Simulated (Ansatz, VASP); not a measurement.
BeCd3O4: VASP beside Ansatz

```xyz
8
Lattice="4.7772 0.0000 0.0000 0.0000 4.7772 0.0000 0.0000 0.0000 4.7772" Properties=species:S:1:pos:R:3 pbc="T T T"
Be    0.0000    0.0000    0.0000
Cd    0.0000    2.3886    2.3886
Cd    2.3886    2.3886    0.0000
Cd    2.3886    0.0000    2.3886
O     3.7977    3.7977    0.9795
O     3.7977    0.9795    3.7977
O     0.9795    3.7977    3.7977
O     0.9795    0.9795    0.9795
```

Alike in both runs: functional PBE; k mesh 8 × 8 × 8; occupations fermi-dirac, width 0.15 eV; no spin polarisation.

Ansatz relaxed the structure, and its values are those at the end. VASP's run is a single point on that final structure, the one shown.

```csv
,VASP,Ansatz
version,VASP 6.6.1,Ansatz 0.2.0
potentials or method,"VASP PAW PBE potentials, release 64 (Be, Cd, O), cutoff 520 eV","scalar-relativistic, plane waves, PAW"
valence electrons in the cell,62,86
```

VASP gave:

- pressure (GPa): 1.1
- rms of the force components (eV/Å): 0.037

Q: Which values does Ansatz return?

A: Pressure (GPa): 0.0; rms of the force components (eV/Å): 0.001.

The functional is the same, so the differences come from potentials, cutoffs and numerics. VASP's potentials hold 62 valence electrons a cell and Ansatz's 86, so a difference there can come from the potentials and not from the codes.
